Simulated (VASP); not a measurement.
Set up this calculation in VASP 6.6.1, as the native input.

```yaml
Task: single point
Functional: r2SCAN
Potentials_or_basis: VASP PAW PBE potentials, release 64 (B, N)
Cutoff: 520 eV
k_mesh: 12 × 12 × 6
Occupations: gaussian, width 0.01 eV
Spin: no spin polarisation
Dipole_correction: no
Further_INCAR_settings: ALGO = Normal; EDIFF = 1e-07; NBANDS = 16
```

Crystal: BN.

```xyz
4
Lattice="2.5433 0.0000 0.0000 -1.2717 2.2026 0.0000 0.0000 0.0000 4.2069" Properties=species:S:1:pos:R:3 pbc="T T T"
B     0.0000    1.4684   -0.2387
B     1.2717    0.7342    1.8648
N     0.0000    1.4684    1.8120
N     1.2717    0.7342    3.9154
```

This cell differs from its parent crystal: atoms displaced along a vibrational mode.

These files were run (other wordings do the same):

POSCAR

```
BN
1.0
    2.5433243829      0.0000000000      0.0000000000
   -1.2716621915      2.2025835257      0.0000000000
    0.0000000000      0.0000000000      4.2068547497
B N
2 2
Direct
    0.3333333333      0.6666666667     -0.0567303098
    0.6666666667      0.3333333333      0.4432696902
    0.3333333333      0.6666666667      0.4307303098
    0.6666666667      0.3333333333      0.9307303098
```

INCAR.step1

```
  ALGO = Normal
  EDIFF = 1E-4
  ENCUT = 520
  GGA = PE
  ISMEAR = 0
  LASPH = T
  LCHARG = F
  LREAL = F
  LWAVE = T
  NBANDS = 16
  NELM = 60
  PREC = Accurate
  SIGMA = 0.01
```

INCAR.step2

```
  ALGO = Normal
  EDIFF = 1E-7
  ENCUT = 520
  ISIF = 2
  ISMEAR = 0
  ISTART = 1
  LASPH = T
  LCHARG = F
  LMIXTAU = T
  LREAL = F
  LWAVE = F
  METAGGA = R2SCAN
  NBANDS = 16
  NELM = 60
  PREC = Accurate
  SIGMA = 0.01
```

KPOINTS

```
k-points
0
Gamma
  12 12 6
```

Potentials or basis: VASP PAW PBE potentials, release 64 (B, N).

Run with:

```console
$ cat potpaw_PBE.64/B/POTCAR potpaw_PBE.64/N/POTCAR > POTCAR
$ cp INCAR.step1 INCAR
$ mpirun -np 1 vasp_std > vasp.out
$ cp INCAR.step2 INCAR
$ mpirun -np 1 vasp_std > vasp.out
```

Results of the run:

The pressure is 27.8 GPa and the largest force is 0.786 eV/Å. The band gap on the k mesh is 3.88 eV (least direct gap 5.77 eV).

Caveat: the cell differs from its parent crystal (atoms displaced along a vibrational mode); the cell stands under pressure; the PAW data sets were made with another functional, which shifts forces and pressure a little.

Wall time 2.5 min on 1 thread of Intel Xeon 8259CL (shared host), peak memory 0.15 GiB.
